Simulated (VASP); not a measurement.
**ZrAu3: single point with PBEsol**

ZrAu3:

```xyz
8
Lattice="4.9577 0.2074 -0.3275 0.1975 6.2684 0.1640 -0.3106 0.2345 4.9582" Properties=species:S:1:pos:R:3 pbc="T T T"
Zr    1.3285    2.2978    2.7886
Zr    1.7940    5.4301    2.5022
Au    2.8303    0.1598   -0.2343
Au    3.9412    0.8335    2.3995
Au    4.3571    4.4122    1.2659
Au    3.7232    3.5232    3.6976
Au    1.7166    3.7469    0.1663
Au    0.4054    1.0653    0.4030
```

* Program: VASP 6.6.1
* Task: single point
* Functional: PBEsol
* Potentials or basis: VASP PAW PBE potentials, release 64 (Zr_sv, Au)
* Cutoff: 520 eV
* k mesh: 3 × 3 × 3
* Occupations: gaussian, width 0.1 eV
* Spin: no spin polarisation

The pressure is -0.2 GPa and the largest force is 0.010 eV/Å. The band gap on the k mesh is zero (band 45 reaches 9.10 eV, above the bottom of band 46 at 8.73 eV).

Forces on the atoms (eV/Å):
```
Zr   0.001  0.000 -0.002
Zr  -0.002  0.000  0.003
Au  -0.006  0.007 -0.004
Au   0.000  0.001  0.001
Au   0.004 -0.007  0.006
Au  -0.003  0.006 -0.006
Au  -0.001 -0.001  0.000
Au   0.006 -0.006  0.003
```

Levels at points of the mesh, in eV from the Fermi level:
| k point | band 42 | band 43 | band 44 | band 45 | band 46 | band 47 | band 48 | band 49 |
| --- | --- | --- | --- | --- | --- | --- | --- | --- |
| (0.00, 0.00, 0.00) | -1.36 | -1.22 | -0.99 | -0.18 | 0.14 | 1.08 | 1.17 | 1.20 |

It took 94 s on 1 thread of Intel(R) Xeon(R) Platinum 8488C (Sapphire Rapids) (shared host), peak memory 0.3 GiB.

Caveat: the k points lie up to 0.43 Å⁻¹ apart; the PAW data sets were made with another functional, which shifts forces and pressure a little; spin-orbit coupling is left out, which moves the levels of the heavy elements.
